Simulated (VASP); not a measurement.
# ZnCl4 (I-43m) in VASP: single point with PBE

Aim: the single point of ZnCl4 with PBE.

Everything below comes from runs of VASP 6.6.1. Logs are shortened: lines on timing, memory, paths and dates and some standing lists are left out, and cuts for length are marked.

## Step 1: The cell of the first run

Symmetry: I-43m, No. 217, cubic system. The conventional cell has a = 6.528 Å, b = 6.528 Å, c = 6.528 Å, α = 90.00°, β = 90.00°, γ = 90.00°. Zn (site symmetry -43m) has 4 Cl at 2.28 Å within 3.0 Å. Within 3.0 Å of Cl (site symmetry 3m) lie 1 Zn at 2.28 Å.

## Step 2: Single point, PBE

POSCAR

```
ZnCl4
1.0
   -3.2638354675      3.2638354675      3.2638354675
    3.2638354675     -3.2638354675      3.2638354675
    3.2638354675      3.2638354675     -3.2638354675
Zn Cl
1 4
Direct
    0.0000000000      0.0000000000      0.0000000000
    0.4033361499      0.4033361499      0.4033361499
    0.5966638501      0.0000000000      0.0000000000
    0.0000000000      0.0000000000      0.5966638501
    0.0000000000      0.5966638501      0.0000000000
```

INCAR.step1

```
ALGO = Normal
EDIFF = 1E-6
ENCUT = 520
GGA = PE
ISIF = 2
ISMEAR = 0
LASPH = True
LCHARG = True
LREAL = False
LWAVE = False
NBANDS = 28
NELM = 100
PREC = Accurate
SIGMA = 0.1
```

KPOINTS.step1

```
k-points
0
Gamma
  8 8 8
```

INCAR.step2

```
ALGO = Normal
EDIFF = 1E-6
ENCUT = 520
GGA = PE
ICHARG = 11
ISIF = 2
ISMEAR = -5
LASPH = True
LCHARG = False
LORBIT = 10
LREAL = False
LWAVE = False
NBANDS = 28
NEDOS = 1001
NELM = 100
PREC = Accurate
SIGMA = 0.1
```

KPOINTS.step2

```
k-points
0
Gamma
  12 12 12
```

Potentials or basis: VASP PAW PBE potentials, release 64 (Zn, Cl).

Launch:

```bash
$ cat potpaw_PBE.64/Zn/POTCAR potpaw_PBE.64/Cl/POTCAR > POTCAR
$ cp INCAR.step1 INCAR
$ cp KPOINTS.step1 KPOINTS
$ mpirun -np 1 vasp_std > vasp.out
$ cp INCAR.step2 INCAR
$ cp KPOINTS.step2 KPOINTS
$ mpirun -np 1 vasp_std > vasp.out
```

OUTCAR:

```text
EDIFF = 1E-6
   ENCUT = 520
   GGA = PE
   ICHARG = 11
   ISIF = 2
   ISMEAR = -5
   LASPH = True
   LORBIT = 10
   LREAL = False
   NELM = 100
   PREC = Accurate

 ion  position               nearest neighbor table
   1  0.000  0.000  0.000-   2 2.28   3 2.28   4 2.28   5 2.28
   2  0.403  0.403  0.403-   1 2.28
   3  0.597  0.000  0.000-   1 2.28
   4  0.000  0.000  0.597-   1 2.28
   5  0.000  0.597  0.000-   1 2.28

  LATTYP: Found a body centered cubic cell.
 ALAT       =     6.5276709350

  Lattice vectors:

 A1 = (  -3.2638354675,   3.2638354675,   3.2638354675)
 A2 = (   3.2638354675,  -3.2638354675,   3.2638354675)
 A3 = (   3.2638354675,   3.2638354675,  -3.2638354675)

Analysis of symmetry for initial positions (statically):
=====================================================================
 Subroutine PRICEL returns:
 Original cell was already a primitive cell.

 Routine SETGRP: Setting up the symmetry group for a
 body centered cubic supercell.

 Subroutine GETGRP returns: Found 24 space group operations
 (whereof 24 operations were pure point group operations)
 out of a pool of 48 trial point group operations.

The static configuration has the point symmetry T_d .

Analysis of symmetry for dynamics (positions and initial velocities):
=====================================================================
 Subroutine PRICEL returns:
 Original cell was already a primitive cell.

 Routine SETGRP: Setting up the symmetry group for a
 body centered cubic supercell.

 Subroutine GETGRP returns: Found 24 space group operations
 (whereof 24 operations were pure point group operations)
 out of a pool of 48 trial point group operations.

The dynamic configuration has the point symmetry T_d .

 Subroutine INISYM returns: Found 24 space group operations
 (whereof 24 operations are pure point group operations),
 and found     1 'primitive' translations

----------------------------------------------------------------------------------------

                                     Primitive cell

  volume of cell :     139.0736

  direct lattice vectors                    reciprocal lattice vectors
[... 101 lines left out ...]
   ISIF   =      2    stress and relaxation
   ISYM   =      2    0-nonsym 1-usesym 2-fastsym
   POTIM  = 0.5000    time-step for ionic-motion
   TEBEG  =    0.0;   TEEND  =   0.0 temperature during run
   PSTRESS=    0.0 pullay stress
   NELECT =      40.0000    total number of electrons
   NUPDOWN=      -1.0000    fix difference up-down
   EMIN   =  10.00;   EMAX   =-10.00  energy-range for DOS
   EFERMI =   0.00;   METHOD = LEGACY
   ISMEAR =    -5;   SIGMA  =   0.10  broadening in eV -4-tet -1-fermi 0-gaus
   EFERMI_NEDOS =   21; number of points for ismear=-14 and -15
   IALGO  =     38    algorithm
   IMIX   =      4    mixing-type and parameters
     AMIX     =   0.40;   BMIX     =  1.00
     AMIX_MAG =   1.60;   BMIX_MAG =  1.00
  volume/ion in A,a.u.               =      27.81       187.70
  Fermi-wavevector in a.u.,A,eV,Ry     =   1.080637  2.042108 15.888567  1.167777
  Thomas-Fermi vector in A             =   2.216633
   LORBIT       =     10    0 simple, 1 ext, 2 COOP (PROOUT), +10 PAW based schemes
   GGA     = PE    functional components
   LHFCALC =     F    Hartree Fock is set to
   AEXX    =    0.0000 exact exchange contribution
   IVDW    =     0    specifies the selected vdW correction
   LEPSILON=     F    determine dielectric tensor
   LRPA    =     F    only Hartree local field effects (RPA)
 non-spin polarized calculation
 Fermi weights with tetrahedron method with Bloechl corrections
  energy-cutoff  :      520.00
  volume of cell :      139.07
 maximum number of plane-waves:      3784

 number of electron      40.0000013 magnetization

 Free energy of the ion-electron system (eV)
  ---------------------------------------------------
  ext. energy  EPLUGINS =         0.00000000
  ---------------------------------------------------
  free energy    TOTEN  =        -9.63983364 eV

  energy without entropy =       -9.63983364  energy(sigma->0) =       -9.63983364

 E-fermi :  -1.4648     XC(G=0):  -7.9148

 val. band max:       -1.4492575693   @ k =   0.2500   0.0000   0.0000
 cond. band min:      -1.4662769012   @ k =  -0.4167  -0.4167   0.1667
 fundamental gap:     -0.0170193319
 Fermi energy:        -1.4647614652

 k-point     1 :       0.0000    0.0000    0.0000
  band No.  band energies     occupation
      1     -15.3224      2.00000
      2     -14.4560      2.00000
      3     -14.4560      2.00000
      4     -14.4560      2.00000
      5      -6.3582      2.00000
      6      -6.3582      2.00000
[... 733 lines left out ...]
     27       8.8130      0.00000
     28       9.2113      0.00000

 [... further k-points ...]

------------------------ aborting loop because EDIFF is reached ----------------------------------------

  FORCE on cell =-STRESS in cart. coord.  units (eV):
  Direction    XX          YY          ZZ          XY          YZ          ZX
  --------------------------------------------------------------------------------------
  -------------------------------------------------------------------------------------
  Total        0.1854014      0.1854014      0.1854014     -0.0000000      0.0000000     -0.0000000
  in kB        2.1358893      2.1358893      2.1358893     -0.0000000      0.0000000     -0.0000000
  external PRESSURE =       2.1358893 kB  Pullay stress =       0.0000000 kB

 VOLUME and BASIS-vectors are now :
 -----------------------------------------------------------------------------
  energy-cutoff  :      520.00
  volume of cell :      139.07
      direct lattice vectors                 reciprocal lattice vectors
    -3.263835467  3.263835467  3.263835467     0.000000000  0.153193997  0.153193997
     3.263835467 -3.263835467  3.263835467     0.153193997  0.000000000  0.153193997
     3.263835467  3.263835467 -3.263835467     0.153193997  0.153193997  0.000000000

 POSITION                                       TOTAL-FORCE (eV/Angst)
 -----------------------------------------------------------------------------------
      0.00000      0.00000      0.00000         0.000000     -0.000000     -0.000000
      1.31642      1.31642      1.31642         0.013210      0.013210      0.013210
     -1.94741      1.94741      1.94741         0.013210     -0.013210     -0.013210
      1.94741      1.94741     -1.94741        -0.013210     -0.013210      0.013210
      1.94741     -1.94741      1.94741        -0.013210      0.013210     -0.013210
 -----------------------------------------------------------------------------------
    total drift:                               -0.000012     -0.000012     -0.000020

  FREE ENERGIE OF THE ION-ELECTRON SYSTEM (eV)
  ---------------------------------------------------
  free  energy   TOTEN  =        -9.6398336398 eV

  energy  without entropy=       -9.6398336398  energy(sigma->0) =       -9.63983364

 total charge

# of ion       s       p       d       tot
------------------------------------------
    1        0.472   0.440   9.822  10.734
    2        1.617   3.393   0.000   5.010
    3        1.617   3.393   0.000   5.010
    4        1.617   3.393   0.000   5.010
    5        1.617   3.393   0.000   5.010
--------------------------------------------------
tot          6.939  14.011   9.822  30.772
```

OUTCAR.step1:

```text
EDIFF = 1E-6
   ENCUT = 520
   GGA = PE
   ISIF = 2
[... 977 lines left out ...]
      1.31642      1.31642      1.31642         0.007887      0.007887      0.007887
     -1.94741      1.94741      1.94741         0.007887     -0.007887     -0.007887
      1.94741      1.94741     -1.94741        -0.007887     -0.007887      0.007887
      1.94741     -1.94741      1.94741        -0.007887      0.007887     -0.007887
 -----------------------------------------------------------------------------------
    total drift:                               -0.000012     -0.000012     -0.000020

  FREE ENERGIE OF THE ION-ELECTRON SYSTEM (eV)
  ---------------------------------------------------
  free  energy   TOTEN  =        -9.6757034387 eV

  energy  without entropy=       -9.6072946855  energy(sigma->0) =       -9.64149906
```

Wall time 98 s (1 thread of Intel Xeon 6975P-C (Granite Rapids), shared host); peak memory 0.39 GiB.

Results:

- Valence electrons inside the program's atomic spheres: Zn 10.73; Cl 5.01
